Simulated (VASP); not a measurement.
# InP (I-4m2) in VASP: a series of runs, part 2 of 2

VASP 6.6.1. Earlier steps stand in the parts before.

## 4. Single point, PBEsol (strain +0.1500 x Voigt [1, 1, 0, 0, 0, 0])

File INCAR:

```
SYSTEM = InP
PREC = Accurate ; ENCUT = 520
EDIFF = 1E-6 ; ISMEAR = 0
SIGMA = 0.05 ; LREAL = .False.
LASPH = .True. ; NELM = 80
ALGO = Normal ; ISIF = 2
LWAVE = .False. ; LCHARG = .False.
GGA = PS ; NBANDS = 16
```

File KPOINTS:

```
regular mesh
0
Gamma
  8 8 8
  0 0 0
```

File POSCAR:

```
InP
1.0
    0.0000000000      3.3700750000      2.9305000000
    3.3700750000      0.0000000000      2.9305000000
    3.3700750000      3.3700750000      0.0000000000
In P
1 1
Direct
    0.0000000000      0.0000000000      0.0000000000
    0.7500000000      0.7500000000      0.7500000000
```

Potentials or basis: VASP PAW PBE potentials, release 64 (In_d, P).

Command:

```sh
> cat potpaw_PBE.64/In_d/POTCAR potpaw_PBE.64/P/POTCAR > POTCAR
> mpirun -np 1 vasp_std > vasp.out
```

OUTCAR:

```text
SYSTEM = InP
   PREC = Accurate
   ENCUT = 520
   EDIFF = 1E-6
   ISMEAR = 0
   LREAL = .False.
   LASPH = .True.
   NELM = 80
   ISIF = 2
   GGA = PS

 ion  position               nearest neighbor table
   1  0.000  0.000  0.000-   2 2.80   2 2.80   2 2.80   2 2.80
   2  0.750  0.750  0.750-   1 2.80   1 2.80   1 2.80   1 2.80

  LATTYP: Found a body centered tetragonal cell.
 ALAT       =     4.7660057712
 C/A-ratio  =     1.2297509238

  Lattice vectors:

 A1 = (   0.0000000000,  -3.3700750000,  -2.9305000000)
 A2 = (   0.0000000000,   3.3700750000,  -2.9305000000)
 A3 = (   3.3700750000,   0.0000000000,   2.9305000000)

Analysis of symmetry for initial positions (statically):
=====================================================================
 Subroutine PRICEL returns:
 Original cell was already a primitive cell.

 Routine SETGRP: Setting up the symmetry group for a
 body centered tetragonal supercell.

 Subroutine GETGRP returns: Found  8 space group operations
 (whereof  8 operations were pure point group operations)
 out of a pool of 16 trial point group operations.

The static configuration has the point symmetry D_2d.

Analysis of symmetry for dynamics (positions and initial velocities):
=====================================================================
 Subroutine PRICEL returns:
 Original cell was already a primitive cell.

 Routine SETGRP: Setting up the symmetry group for a
 body centered tetragonal supercell.

 Subroutine GETGRP returns: Found  8 space group operations
 (whereof  8 operations were pure point group operations)
 out of a pool of 16 trial point group operations.

The dynamic configuration has the point symmetry D_2d.

 Subroutine INISYM returns: Found  8 space group operations
 (whereof  8 operations are pure point group operations),
 and found     1 'primitive' translations

----------------------------------------------------------------------------------------

                                     Primitive cell

  volume of cell :      66.5658

  direct lattice vectors                    reciprocal lattice vectors
     0.000000000  3.370075000  2.930500000    -0.148364651  0.148364651  0.170619348
     3.370075000  0.000000000  2.930500000     0.148364651 -0.148364651  0.170619348
     3.370075000  3.370075000  0.000000000     0.148364651  0.148364651 -0.170619348

  length of vectors
     4.466008929  4.466008929  4.766005771     0.270435022  0.270435022  0.270435022

  position of ions in fractional coordinates (direct lattice)
     0.000000000  0.000000000  0.000000000
     0.750000000  0.750000000  0.750000000

  ion indices of the primitive-cell ions
   primitive index   ion index
                 1           1
                 2           2

----------------------------------------------------------------------------------------

 KPOINTS: regular mesh

Automatic generation of k-mesh.
 Grid dimensions read from file:
 generate k-points for:    8    8    8

 Generating k-lattice:

  Cartesian coordinates                     Fractional coordinates (reciprocal lattice)
    -0.018545581  0.018545581  0.021327419     0.125000000  0.000000000  0.000000000
     0.018545581 -0.018545581  0.021327419     0.000000000  0.125000000  0.000000000
     0.018545581  0.018545581 -0.021327419     0.000000000  0.000000000  0.125000000

  Length of vectors
     0.033804378  0.033804378  0.033804378

  Shift w.r.t. Gamma in fractional coordinates (k-lattice)
     0.000000000  0.000000000  0.000000000

 Subroutine IBZKPT returns following result:
 ===========================================

 Found     59 irreducible k-points:

 Following reciprocal coordinates:
            Coordinates               Weight
  0.000000  0.000000  0.000000      1.000000
  0.125000 -0.000000  0.000000      8.000000
  0.250000 -0.000000  0.000000      8.000000
  0.375000 -0.000000  0.000000      8.000000
  0.500000 -0.000000  0.000000      4.000000
  0.125000  0.125000  0.000000      2.000000
[... 16 lines left out ...]
  0.250000 -0.000000  0.125000     16.000000
  0.375000 -0.000000  0.125000     16.000000
 [... further k-points ...]
   k-points           NKPTS =     59   k-points in BZ     NKDIM =     59   number of bands    NBANDS=     16
   number of dos      NEDOS =    301   number of ions     NIONS =      2
   total plane-waves  NPLWV =  46656
   dimension x,y,z NGX =    36 NGY =   36 NGZ =   36
   dimension x,y,z NGXF=    72 NGYF=   72 NGZF=   72
   ions per type =               1   1
   NGX,Y,Z   is equivalent  to a cutoff of  13.40, 13.40, 12.56 a.u.
   NGXF,Y,Z  is equivalent  to a cutoff of  26.80, 26.80, 25.11 a.u.
 SYSTEM =  InP
   PREC   = accura    normal or accurate (medium, high low for compatibility)
   ISTART =      0    job   : 0-new  1-cont  2-samecut
   ICHARG =      2    charge: 1-file 2-atom 10-const
   ISPIN  =      1    spin polarized calculation?
   LNONCOLLINEAR =      F non collinear calculations
   LSORBIT =      F    spin-orbit coupling
   LASPH  =      T    aspherical Exc in radial PAW
   ENCUT  =  520.0 eV  38.22 Ry    6.18 a.u.   8.30  8.30  8.86*2*pi/ulx,y,z
   NELM   =     80;   NELMIN=  2; NELMDL= -5     # of ELM steps
   EDIFF  = 0.1E-05   stopping-criterion for ELM
   LREAL  =      F    real-space projection
   EDIFFG = 0.1E-04   stopping-criterion for IOM
   NSW    =      0    number of steps for IOM
   IBRION =     -1    ionic relax: 0-MD 1-quasi-New 2-CG
   NFREE  =      0    steps in history (QN), initial steepest desc. (CG)
   ISIF   =      2    stress and relaxation
   ISYM   =      2    0-nonsym 1-usesym 2-fastsym
   POTIM  = 0.5000    time-step for ionic-motion
   TEBEG  =    0.0;   TEEND  =   0.0 temperature during run
   PSTRESS=    0.0 pullay stress
   NELECT =      18.0000    total number of electrons
   NUPDOWN=      -1.0000    fix difference up-down
   EMIN   =  10.00;   EMAX   =-10.00  energy-range for DOS
   EFERMI =   0.00;   METHOD = LEGACY
   ISMEAR =     0;   SIGMA  =   0.05  broadening in eV -4-tet -1-fermi 0-gaus
   EFERMI_NEDOS =   21; number of points for ismear=-14 and -15
   IALGO  =     38    algorithm
   IMIX   =      4    mixing-type and parameters
     AMIX     =   0.40;   BMIX     =  1.00
     AMIX_MAG =   1.60;   BMIX_MAG =  1.00
  volume/ion in A,a.u.               =      33.28       224.60
  Fermi-wavevector in a.u.,A,eV,Ry     =   1.058641  2.000541 15.248332  1.120721
  Thomas-Fermi vector in A             =   2.193958
   LORBIT       =      0    0 simple, 1 ext, 2 COOP (PROOUT), +10 PAW based schemes
   GGA     = PS    functional components
   LHFCALC =     F    Hartree Fock is set to
   AEXX    =    0.0000 exact exchange contribution
   IVDW    =     0    specifies the selected vdW correction
   LEPSILON=     F    determine dielectric tensor
   LRPA    =     F    only Hartree local field effects (RPA)
 non-spin polarized calculation
 Gauss-broadening in eV      SIGMA  =   0.05
  energy-cutoff  :      520.00
  volume of cell :       66.57
 maximum number of plane-waves:      1819
 NGX is ok and might be reduce to    36
   NGX = 17   NGY = 17   NGZ = 17

 number of electron      18.0000000 magnetization

 Free energy of the ion-electron system (eV)
  ---------------------------------------------------
  ext. energy  EPLUGINS =         0.00000000
  ---------------------------------------------------
  free energy    TOTEN  =        -8.45928009 eV

  energy without entropy =       -8.45927949  energy(sigma->0) =       -8.45927979

 E-fermi :   2.6486     XC(G=0):  -8.3186

 val. band max:        2.5141480991   @ k =   0.1250  -0.0000   0.0000
 cond. band min:       2.7635309047   @ k =   0.0000   0.0000   0.0000
 fundamental gap:      0.2493828056
 Fermi energy:         2.6485726492

 k-point     1 :       0.0000    0.0000    0.0000
  band No.  band energies     occupation
      1     -11.3709      2.00000
      2     -11.3709      2.00000
      3     -11.3279      2.00000
      4     -11.3238      2.00000
      5     -11.2854      2.00000
      6      -7.4555      2.00000
[... 8 lines left out ...]
     15      10.5468      0.00000
     16      11.8417      0.00000
[... 419 lines left out ...]
 k-point    24 :       0.3750   -0.0000    0.1250
  band No.  band energies     occupation
      1     -11.3933      2.00000
      2     -11.3530      2.00000
      3     -11.3313      2.00000
      4     -11.3170      2.00000
      5     -11.2801      2.00000
      6      -6.7232      2.00000
[... 8 lines left out ...]
     15      11.1864      0.00000
     16      12.3876      0.00000

 [... further k-points ...]
[... 5 lines left out ...]
  --------------------------------------------------------------------------------------
  -------------------------------------------------------------------------------------
  Total       -4.5839899     -4.5839899     -2.6842477      0.0000000      0.0000000      0.0000000
  in kB     -110.3324814   -110.3324814    -64.6074073      0.0000000      0.0000000      0.0000000
  external PRESSURE =     -95.0907900 kB  Pullay stress =       0.0000000 kB

 VOLUME and BASIS-vectors are now :
 -----------------------------------------------------------------------------
  energy-cutoff  :      520.00
  volume of cell :       66.57
      direct lattice vectors                 reciprocal lattice vectors
     0.000000000  3.370075000  2.930500000    -0.148364651  0.148364651  0.170619348
     3.370075000  0.000000000  2.930500000     0.148364651 -0.148364651  0.170619348
     3.370075000  3.370075000  0.000000000     0.148364651  0.148364651 -0.170619348

 POSITION                                       TOTAL-FORCE (eV/Angst)
 -----------------------------------------------------------------------------------
      0.00000      0.00000      0.00000        -0.000000     -0.000000     -0.000000
      5.05511      5.05511      4.39575         0.000000      0.000000      0.000000
 -----------------------------------------------------------------------------------
    total drift:                                0.000000      0.000000      0.000000

  FREE ENERGIE OF THE ION-ELECTRON SYSTEM (eV)
  ---------------------------------------------------
  free  energy   TOTEN  =        -8.4592800894 eV

  energy  without entropy=       -8.4592794905  energy(sigma->0) =       -8.45927979
```

OSZICAR:

```text
N       E                     dE             d eps       ncg     rms          rms(c)
DAV:   1     0.111329635789E+03    0.11133E+03   -0.80735E+03  1896   0.113E+03
DAV:   2    -0.299327527739E+00   -0.11163E+03   -0.10684E+03  2040   0.283E+02
DAV:   3    -0.853432032245E+01   -0.82350E+01   -0.81654E+01  2568   0.759E+01
DAV:   4    -0.876108554064E+01   -0.22677E+00   -0.22670E+00  2400   0.145E+01
DAV:   5    -0.877251850240E+01   -0.11433E-01   -0.11433E-01  2984   0.267E+00    0.348E+00
DAV:   6    -0.847463228287E+01    0.29789E+00   -0.56005E-01  2944   0.978E+00    0.199E+00
DAV:   7    -0.846095553018E+01    0.13677E-01   -0.74100E-02  2536   0.181E+00    0.839E-01
DAV:   8    -0.845881024937E+01    0.21453E-02   -0.68956E-03  2320   0.812E-01    0.125E-01
DAV:   9    -0.845916649980E+01   -0.35625E-03   -0.91867E-04  2512   0.289E-01    0.103E-01
DAV:  10    -0.845923717088E+01   -0.70671E-04   -0.96753E-05  2320   0.700E-02    0.393E-02
DAV:  11    -0.845927943782E+01   -0.42267E-04   -0.49335E-05  2344   0.439E-02    0.734E-03
DAV:  12    -0.845928008935E+01   -0.65154E-06   -0.24994E-06  2440   0.163E-02
   1 F= -.84592801E+01 E0= -.84592798E+01  d E =-.598900E-06
```

Run time: 54 s. Hardware: 1 thread of Intel Xeon 6975P-C (Granite Rapids), shared host; peak memory 0.23 GiB.

What came out:

```yaml
Free_energy: -8.4593 eV
Pressure: -9.5 GPa
Band_gap_on_the_k_mesh: 0.25 eV, indirect (least direct gap 0.42 eV)
```

Caveat: the cell differs from its parent crystal (strain +0.1500 x Voigt [1, 1, 0, 0, 0, 0]); the PAW data sets were made with another functional, which shifts forces and pressure a little; spin-orbit coupling is left out, which moves the levels of the heavy elements.

## 5. Summary

| cell | gap on the mesh (eV) | pressure (GPa) |
| --- | --- | --- |
| a = 4.384, b = 4.384, c = 4.611 Å, angles 58.3, 58.3, 63.5°, 2 atoms | 0.23 | -8.5 |
| a = 4.425, b = 4.425, c = 4.688 Å, angles 58.0, 58.0, 64.0°, 2 atoms | 0.24 | -9.1 |
| a = 4.466, b = 4.466, c = 4.766 Å, angles 57.8, 57.8, 64.5°, 2 atoms | 0.25 | -9.5 |

Alike in all rows: task single point; level PBEsol; potentials or basis VASP PAW PBE potentials, release 64 (In_d, P); no spin polarisation; k mesh 8 × 8 × 8; cutoff (eV) 520; smearing gaussian 0.05 eV.

Caveats: the PAW data sets were made with another functional, which shifts forces and pressure a little; spin-orbit coupling is left out, which moves the levels of the heavy elements.

Total energies depend on the potentials used, so only differences within one code and one set of settings carry meaning.
